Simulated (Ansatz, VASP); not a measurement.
# Two plane-wave programs on GaAs

```
Ga As
1.0
     0.00000    5.60338   -5.60338
     5.60338    5.60338    0.00000
     5.60338    0.00000   -5.60338
Ga As
8 8
Cartesian
  2.8017 2.8017 -5.6034
  5.6034 5.6034 -5.6034
  2.8017 0.0000 -2.8017
  5.6034 2.8017 -2.8017
  0.0000 2.8017 -2.8017
  2.8017 5.6034 -2.8017
  0.0000 0.0000 0.0000
  2.8017 2.8017 0.0000
  1.4008 1.4008 -1.4008
  4.2025 4.2025 -1.4008
  1.4008 4.2025 -4.2025
  4.2025 7.0042 -4.2025
  4.2025 1.4008 -4.2025
  7.0042 4.2025 -4.2025
  4.2025 4.2025 -7.0042
  7.0042 7.0042 -7.0042
```

Alike in both runs: task single point; functional LDA; k mesh 3 × 3 × 3; occupations gaussian, width 0.02 eV; no spin polarisation.

|  | VASP | Ansatz |
| --- | --- | --- |
| version | VASP 6.6.1 | Ansatz 0.2.0 |
| potentials or method | VASP PAW LDA potentials, release 64 (Ga_d, As), cutoff 520 eV | scalar-relativistic, plane waves, PAW |
| valence electrons in the cell | 144 | 224 |

VASP gave:

```
gap on the k mesh at the Fermi level (eV) : 0.53
least direct gap on the mesh (eV)         : 0.53
pressure (GPa)                            : 0.2
```

Question: What did Ansatz give for the same quantities?

Answer: gap on the k mesh at the Fermi level (eV): 0.48; least direct gap on the mesh (eV): 0.48; pressure (GPa): 0.0.

LDA's correlation is that of Perdew and Zunger in VASP and of Perdew and Wang (1992) in Ansatz. VASP's potentials hold 144 valence electrons a cell and Ansatz's 224, so a difference there can come from the potentials and not from the codes.
